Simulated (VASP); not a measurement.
Runs of VASP 6.6.1 on HfO2. The structure is that of space group P4_2/mnm (No. 136), or close to it. The cells are those of the table. 

| cell | gap on the mesh (eV) | pressure (GPa) | largest force (eV/Å) |
| --- | --- | --- | --- |
| a = 4.877, b = 4.877, c = 3.248 Å, 6 atoms | 3.63 | -14.1 | (c) |
| a = 4.939, b = 4.939, c = 3.289 Å, 6 atoms | 3.49 | (d) | (a) |
| a = 4.613, b = 4.613, c = 3.072 Å, 6 atoms | 4.27 | 32.0 | 0.40 |
| a = 4.682, b = 4.682, c = 3.118 Å, 6 atoms | 4.10 | 16.5 | (b) |
| a = 4.748, b = 4.748, c = 3.162 Å, 6 atoms | 3.93 | 4.1 | 0.06 |
| a = 4.814, b = 4.814, c = 3.205 Å, 6 atoms | 3.77 | -6.0 | 0.08 |
| a = 4.999, b = 4.999, c = 3.329 Å, 6 atoms | 3.35 | -25.8 | 0.39 |

Alike in all rows: task single point; level LDA; potentials or basis VASP PAW LDA potentials, release 64 (Hf_pv, O); no spin polarisation; k mesh 4 × 4 × 6; cutoff (eV) 520; smearing fermi-dirac 0.05 eV.

Question: Estimate the missing entries.

Answer: (a) 0.30; (b) 0.22; (c) 0.20; (d) -20.6.

Caveats: spin-orbit coupling is left out, which moves the levels of the heavy elements.

A k mesh can miss the band edges, and the runs leave out spin-orbit coupling on Hf.
